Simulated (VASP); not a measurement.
Runs of VASP 6.6.1 on Ca3H2Pt. The structure is that of space group P6_3/mmc (No. 194), or close to it. The cells are those of the table. 

```csv
task,cell,k mesh,cutoff (eV),gap on the mesh (eV),pressure (GPa),largest force (eV/Å)
relaxation of cell and atoms,"relaxed from a = 7.342, b = 7.342, c = 7.234 Å, angles 90.0, 90.0, 120.0°, 12 atoms",3 × 3 × 4,600,none,0.1,0.03
single point,"a = 7.342, b = 7.342, c = 7.234 Å, angles 90.0, 90.0, 120.0°, 12 atoms",6 × 6 × 2,520,none,0.0,0.03
single point,"a = 5.566, b = 5.566, c = 8.627 Å, angles 90.0, 90.0, 120.0°, 12 atoms",6 × 6 × 2,520,none,(a),0.47
single point,"a = 7.469, b = 7.469, c = 6.824 Å, angles 90.0, 90.0, 120.0°, 12 atoms",3 × 3 × 4,520,none,0.1,0.02
```

Alike in all rows: level PBE; potentials or basis VASP PAW PBE potentials, release 64 (Ca_sv, H, Pt); no spin polarisation; smearing gaussian 0.1 eV.

Question: Estimate the missing entries.

Answer: (a) 11.6.

Caveats: some runs use coarse meshes; spin-orbit coupling is left out, which moves the levels of the heavy elements.

A k mesh can miss the band edges, and the runs leave out spin-orbit coupling on Pt.

A gap of «none» marks levels without a gap at the run's occupations.
